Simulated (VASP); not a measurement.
# Pd in VASP: single point with PBE

Aim: the single point of Pd with PBE.

Program: VASP 6.6.1. These are calculated values, not measurements. Logs are shortened: lines on timing, memory, paths and dates and some standing lists are left out, and cuts for length are marked.

## (1) The cell of the first run

The cell holds a slab with vacuum, 16 atoms: a = 7.780 Å, b = 5.501 Å, c = 16.126 Å, α = 90.00°, β = 90.00°, γ = 90.00°.

## (2) Single point, PBE

Contents of INCAR:

```
ALGO = Normal ; EDIFF = 1E-6
ENCUT = 520 ; GGA = PE
ISIF = 2 ; ISMEAR = -1
LASPH = T ; LCHARG = F
LREAL = Auto ; LWAVE = F
NBANDS = 94 ; NELM = 60
PREC = Accurate ; SIGMA = 0.1
```

Contents of KPOINTS:

```
k-points
0
Gamma
  2 2 1
```

Contents of POSCAR:

```
Pd
1.0
    7.7800000000      0.0000000000      0.0000000000
    0.0000000000      5.5012910000      0.0000000000
    0.0000000000      0.0000000000     16.1259680000
Pd
16
Direct
    0.2500000000      0.2499958646      0.0620117812
    0.7500000000      0.2499958646      0.0620117812
    0.2500000000      0.7500057714      0.0620117812
    0.7500000000      0.7500057714      0.0620117812
    0.0211696658      0.0061440124      0.1553085061
    0.5180334190      0.0460619153      0.1160922557
    0.0036118252      0.4748885307      0.1135993821
    0.4964395887      0.5512160691      0.1431231911
    0.2934575835      0.2686460324      0.2264360192
    0.7474035990      0.2996569351      0.2184799077
    0.2452442159      0.7610577226      0.2431854013
    0.7729305913      0.7918868498      0.2219835733
   -0.0280334190     -0.1902462531      0.3492131449
    0.4925964010      0.0051987797      0.3129052470
    0.0216580977      0.3647143916      0.3162166761
    0.4963110540      0.5283850645      0.3069459148
```

Potentials or basis: VASP PAW PBE potentials, release 64 (Pd).

Command:

```bash
cat potpaw_PBE.64/Pd/POTCAR > POTCAR
mpirun -np 1 vasp_std > vasp.out
```

OUTCAR:

```text
EDIFF = 1E-6
   ENCUT = 520
   GGA = PE
   ISIF = 2
   ISMEAR = -1
   LASPH = T
   LREAL = Auto
   NELM = 60
   PREC = Accurate

 ion  position               nearest neighbor table
   1  0.250  0.250  0.062-   7 2.43   6 2.52   9 2.67   5 2.69   3 2.75   3 2.75   8 2.85
   2  0.750  0.250  0.062-   6 2.30   7 2.47  10 2.54   4 2.75   4 2.75   8 2.89   5 2.92
   3  0.250  0.750  0.062-   8 2.57   7 2.58   5 2.72   1 2.75   1 2.75   6 2.79  11 2.92
   4  0.750  0.750  0.062-   6 2.58  12 2.60   8 2.61   7 2.62   2 2.75   2 2.75   5 2.95
   5  0.021  0.006  0.155-  12 2.51  11 2.62   7 2.67   1 2.69   3 2.72   9 2.81  10 2.86   2 2.92
                             4 2.95   7 3.00  15 3.26  13 3.33
   6  0.518  0.046  0.116-   2 2.30   1 2.52   4 2.58   8 2.76   9 2.78   3 2.79  10 2.80   8 2.82
                            12 2.97  14 3.19  11 3.34
   7  0.004  0.475  0.114-   1 2.43   2 2.47   3 2.58   4 2.62   5 2.67  10 2.79   5 3.00  12 3.05
                             9 3.11  11 3.22  15 3.33
   8  0.496  0.551  0.143-   3 2.57   9 2.59   4 2.61  16 2.64  10 2.68   6 2.76  11 2.78   6 2.82
                            12 2.83   1 2.85   2 2.89
   9  0.293  0.269  0.226-  16 2.49  14 2.54   8 2.59  15 2.62   1 2.67  11 2.75   6 2.78   5 2.81
                            11 2.83   7 3.11
  10  0.747  0.300  0.218-   2 2.54  15 2.68   8 2.68  12 2.72  16 2.73   7 2.79  12 2.80   6 2.80
                             5 2.86  14 2.98
  11  0.245  0.761  0.243-  16 2.55  14 2.60   5 2.62  13 2.74   9 2.75   8 2.78   9 2.83   3 2.92
                            15 3.03   7 3.22   6 3.34
  12  0.773  0.792  0.222-   5 2.51  13 2.57   4 2.60  10 2.72  10 2.80   8 2.83  14 2.88  16 2.93
                             6 2.97   7 3.05  15 3.40
  13  0.972  0.810  0.349-  15 2.54  12 2.57  11 2.74  15 3.12   5 3.33
  14  0.493  0.005  0.313-   9 2.54  11 2.60  16 2.63  12 2.88  16 2.88  10 2.98   6 3.19
  15  0.022  0.365  0.316-  13 2.54   9 2.62  10 2.68  11 3.03  13 3.12   5 3.26   7 3.33  12 3.40

  16  0.496  0.528  0.307-   9 2.49  11 2.55  14 2.63   8 2.64  10 2.73  14 2.88  12 2.93

  LATTYP: Found a simple orthorhombic cell.
 ALAT       =     5.5012910000
 B/A-ratio  =     1.4142135001
 C/A-ratio  =     2.9313061243

  Lattice vectors:

 A1 = (   0.0000000000,  -5.5012910000,   0.0000000000)
 A2 = (   7.7800000000,   0.0000000000,   0.0000000000)
 A3 = (   0.0000000000,   0.0000000000,  16.1259680000)

Analysis of symmetry for initial positions (statically):
=====================================================================
 Subroutine PRICEL returns:
 Original cell was already a primitive cell.

 Routine SETGRP: Setting up the symmetry group for a
 simple orthorhombic supercell.

 Subroutine GETGRP returns: Found  1 space group operations
 (whereof  1 operations were pure point group operations)
 out of a pool of  8 trial point group operations.

The static configuration has the point symmetry C_1 .

Analysis of symmetry for dynamics (positions and initial velocities):
=====================================================================
 Subroutine PRICEL returns:
 Original cell was already a primitive cell.

 Routine SETGRP: Setting up the symmetry group for a
 simple orthorhombic supercell.

 Subroutine GETGRP returns: Found  1 space group operations
 (whereof  1 operations were pure point group operations)
 out of a pool of  8 trial point group operations.

The dynamic configuration has the point symmetry C_1 .

 Subroutine INISYM returns: Found  1 space group operations
 (whereof  1 operations are pure point group operations),
 and found     1 'primitive' translations

----------------------------------------------------------------------------------------

                                     Primitive cell

  volume of cell :     690.1921

  direct lattice vectors                    reciprocal lattice vectors
     7.780000000  0.000000000  0.000000000     0.128534704  0.000000000  0.000000000
     0.000000000  5.501291000  0.000000000     0.000000000  0.181775514  0.000000000
     0.000000000  0.000000000 16.125968000     0.000000000  0.000000000  0.062011781

  length of vectors
     7.780000000  5.501291000 16.125968000     0.128534704  0.181775514  0.062011781

  position of ions in fractional coordinates (direct lattice)
     0.250000000  0.249995865  0.062011781
     0.750000000  0.249995865  0.062011781
     0.250000000  0.750005771  0.062011781
     0.750000000  0.750005771  0.062011781
     0.021169666  0.006144012  0.155308506
     0.518033419  0.046061915  0.116092256
[... 8 lines left out ...]
     0.021658098  0.364714392  0.316216676
     0.496311054  0.528385065  0.306945915

  ion indices of the primitive-cell ions
   primitive index   ion index
                 1           1
                 2           2
                 3           3
                 4           4
                 5           5
                 6           6
[... 8 lines left out ...]
                15          15
                16          16

----------------------------------------------------------------------------------------

 KPOINTS: k-points

Automatic generation of k-mesh.
 Grid dimensions read from file:
 generate k-points for:    2    2    1

 Generating k-lattice:

  Cartesian coordinates                     Fractional coordinates (reciprocal lattice)
     0.064267352  0.000000000  0.000000000     0.500000000  0.000000000  0.000000000
     0.000000000  0.090887757  0.000000000     0.000000000  0.500000000  0.000000000
     0.000000000  0.000000000  0.062011781     0.000000000  0.000000000  1.000000000

  Length of vectors
     0.064267352  0.090887757  0.062011781

  Shift w.r.t. Gamma in fractional coordinates (k-lattice)
     0.000000000  0.000000000  0.000000000

 Subroutine IBZKPT returns following result:
 ===========================================

 Found      4 irreducible k-points:

 Following reciprocal coordinates:
            Coordinates               Weight
  0.000000  0.000000  0.000000      1.000000
  0.500000  0.000000  0.000000      1.000000
  0.000000  0.500000  0.000000      1.000000
  0.500000  0.500000  0.000000      1.000000
   k-points           NKPTS =      4   k-points in BZ     NKDIM =      4   number of bands    NBANDS=     94
   number of dos      NEDOS =    301   number of ions     NIONS =     16
   total plane-waves  NPLWV = 302400
   dimension x,y,z NGX =    60 NGY =   42 NGZ =  120
   dimension x,y,z NGXF=   120 NGYF=   84 NGZF=  240
   ions per type =              16
   NGX,Y,Z   is equivalent  to a cutoff of  12.82, 12.69, 12.37 a.u.
   NGXF,Y,Z  is equivalent  to a cutoff of  25.64, 25.38, 24.74 a.u.
 SYSTEM =  unknown system
   PREC   = accura    normal or accurate (medium, high low for compatibility)
   ISTART =      0    job   : 0-new  1-cont  2-samecut
   ICHARG =      2    charge: 1-file 2-atom 10-const
   ISPIN  =      1    spin polarized calculation?
   LNONCOLLINEAR =      F non collinear calculations
   LSORBIT =      F    spin-orbit coupling
   LASPH  =      T    aspherical Exc in radial PAW
   ENCUT  =  520.0 eV  38.22 Ry    6.18 a.u.  14.47 10.23 29.98*2*pi/ulx,y,z
   NELM   =     60;   NELMIN=  2; NELMDL= -5     # of ELM steps
   EDIFF  = 0.1E-05   stopping-criterion for ELM
   LREAL  =      T    real-space projection
   EDIFFG = 0.1E-04   stopping-criterion for IOM
   NSW    =      0    number of steps for IOM
   IBRION =     -1    ionic relax: 0-MD 1-quasi-New 2-CG
   NFREE  =      0    steps in history (QN), initial steepest desc. (CG)
   ISIF   =      2    stress and relaxation
   ISYM   =      2    0-nonsym 1-usesym 2-fastsym
   POTIM  = 0.5000    time-step for ionic-motion
   TEBEG  =    0.0;   TEEND  =   0.0 temperature during run
   PSTRESS=    0.0 pullay stress
   NELECT =     160.0000    total number of electrons
   NUPDOWN=      -1.0000    fix difference up-down
   EMIN   =  10.00;   EMAX   =-10.00  energy-range for DOS
   EFERMI =   0.00;   METHOD = LEGACY
   ISMEAR =    -1;   SIGMA  =   0.10  broadening in eV -4-tet -1-fermi 0-gaus
   EFERMI_NEDOS =   21; number of points for ismear=-14 and -15
   IALGO  =     38    algorithm
   IMIX   =      4    mixing-type and parameters
     AMIX     =   0.40;   BMIX     =  1.00
     AMIX_MAG =   1.60;   BMIX_MAG =  1.00
  volume/ion in A,a.u.               =      43.14       291.10
  Fermi-wavevector in a.u.,A,eV,Ry     =   1.005676  1.900452 13.760722  1.011385
  Thomas-Fermi vector in A             =   2.138371
   LORBIT       =      0    0 simple, 1 ext, 2 COOP (PROOUT), +10 PAW based schemes
   GGA     = PE    functional components
   LHFCALC =     F    Hartree Fock is set to
   AEXX    =    0.0000 exact exchange contribution
   IVDW    =     0    specifies the selected vdW correction
   LEPSILON=     F    determine dielectric tensor
   LRPA    =     F    only Hartree local field effects (RPA)
 non-spin polarized calculation
  energy-cutoff  :      520.00
  volume of cell :      690.19
 maximum number of plane-waves:     18652
 NGX is ok and might be reduce to    60
   NGX = 29   NGY = 21   NGZ = 59

 number of electron     160.0000000 magnetization

 Free energy of the ion-electron system (eV)
  ---------------------------------------------------
  ext. energy  EPLUGINS =         0.00000000
  ---------------------------------------------------
  free energy    TOTEN  =       -72.87800890 eV

  energy without entropy =      -71.89164655  energy(sigma->0) =      -72.38482772

 E-fermi :   0.1290     XC(G=0):  -5.7181

 val. band max:        0.1262648763   @ k =   0.0000   0.0000   0.0000
 cond. band min:       0.1312409183   @ k =   0.5000   0.5000   0.0000
 fundamental gap:      0.0049760420
 Fermi energy:         0.1289799185

 k-point     1 :       0.0000    0.0000    0.0000
  band No.  band energies     occupation
      1      -5.8212      2.00000
      2      -4.8826      2.00000
      3      -4.7561      2.00000
      4      -4.6882      2.00000
      5      -4.6054      2.00000
      6      -4.5760      2.00000
[... 84 lines left out ...]
     91       3.1578      0.00000
     92       3.1867      0.00000

 k-point     2 :       0.5000    0.0000    0.0000
  band No.  band energies     occupation
      1      -5.3377      2.00000
      2      -5.1719      2.00000
      3      -4.7932      2.00000
      4      -4.7406      2.00000
      5      -4.6299      2.00000
      6      -4.5515      2.00000
[... 84 lines left out ...]
     91       3.1014      0.00000
     92       3.2938      0.00000

 k-point     3 :       0.0000    0.5000    0.0000
  band No.  band energies     occupation
      1      -4.8520      2.00000
      2      -4.7762      2.00000
      3      -4.4146      2.00000
      4      -4.3581      2.00000
      5      -4.3391      2.00000
      6      -4.3241      2.00000
[... 84 lines left out ...]
     91       2.8659      0.00000
     92       2.9677      0.00000

 k-point     4 :       0.5000    0.5000    0.0000
  band No.  band energies     occupation
      1      -4.6100      2.00000
      2      -4.5485      2.00000
      3      -4.5328      2.00000
      4      -4.4742      2.00000
      5      -4.3382      2.00000
      6      -4.2635      2.00000
[... 84 lines left out ...]
     91       3.3836      0.00000
     92       3.4969      0.00000
 [bands above 92 left out]

------------------------ aborting loop because EDIFF is reached ----------------------------------------

  FORCE on cell =-STRESS in cart. coord.  units (eV):
  Direction    XX          YY          ZZ          XY          YZ          ZX
  --------------------------------------------------------------------------------------
  -------------------------------------------------------------------------------------
  Total       10.6453198     -1.3056694      6.6360219      0.9434144     -1.9527463     -0.5086573
  in kB       24.7115102     -3.0309153     15.4045276      2.1899947     -4.5330071     -1.1807714
  external PRESSURE =      12.3617075 kB  Pullay stress =       0.0000000 kB

 VOLUME and BASIS-vectors are now :
 -----------------------------------------------------------------------------
  energy-cutoff  :      520.00
  volume of cell :      690.19
      direct lattice vectors                 reciprocal lattice vectors
     7.780000000  0.000000000  0.000000000     0.128534704  0.000000000  0.000000000
     0.000000000  5.501291000  0.000000000     0.000000000  0.181775514  0.000000000
     0.000000000  0.000000000 16.125968000     0.000000000  0.000000000  0.062011781

 POSITION                                       TOTAL-FORCE (eV/Angst)
 -----------------------------------------------------------------------------------
      1.94500      1.37530      1.00000         0.644718     -0.339283     -1.095996
      5.83500      1.37530      1.00000         1.753177      0.802209     -2.274612
      1.94500      4.12600      1.00000        -0.009862      0.586131     -0.190263
      5.83500      4.12600      1.00000         0.637449      0.115475     -0.854114
      0.16470      0.03380      2.50450        -0.009931      0.237248     -0.320774
      4.03030      0.25340      1.87210        -2.561394     -1.934632      1.788309
[... 8 lines left out ...]
      0.16850      2.00640      5.09930        -0.142837     -0.731856     -0.464489
      3.86130      2.90680      4.94980         1.344072     -0.153372      1.391668
 -----------------------------------------------------------------------------------
    total drift:                                0.005204     -0.003325      0.000650

  FREE ENERGIE OF THE ION-ELECTRON SYSTEM (eV)
  ---------------------------------------------------
  free  energy   TOTEN  =       -72.8780089003 eV

  energy  without entropy=      -71.8916465452  energy(sigma->0) =      -72.38482772
```

Wall time 26 min (1 thread of AMD EPYC 7R13, shared host); peak memory 0.65 GiB.

Results:

```yaml
Free_energy: -72.8780 eV
Largest_force: 3.674 eV/Å
Band_gap_on_the_k_mesh: zero (bands 80 and 81 overlap by 0.20 eV)
```

Forces on the atoms (eV/Å):
```
Pd   0.645 -0.339 -1.096
Pd   1.753  0.802 -2.275
Pd  -0.010  0.586 -0.190
Pd   0.637  0.115 -0.854
Pd  -0.010  0.237 -0.321
Pd  -2.561 -1.935  1.788
Pd  -0.149  1.780  1.436
Pd   0.369 -0.099 -0.489
Pd  -1.762 -0.698 -0.394
Pd   0.486 -0.445  1.462
Pd  -0.958 -0.003 -0.405
Pd  -0.934 -0.343  0.901
Pd   0.148  0.919 -0.462
Pd   1.143  0.308 -0.029
Pd  -0.143 -0.732 -0.464
Pd   1.344 -0.153  1.392
```

Caveat: the k points lie up to 0.57 Å⁻¹ apart; the atoms stand as in a frame of molecular dynamics.
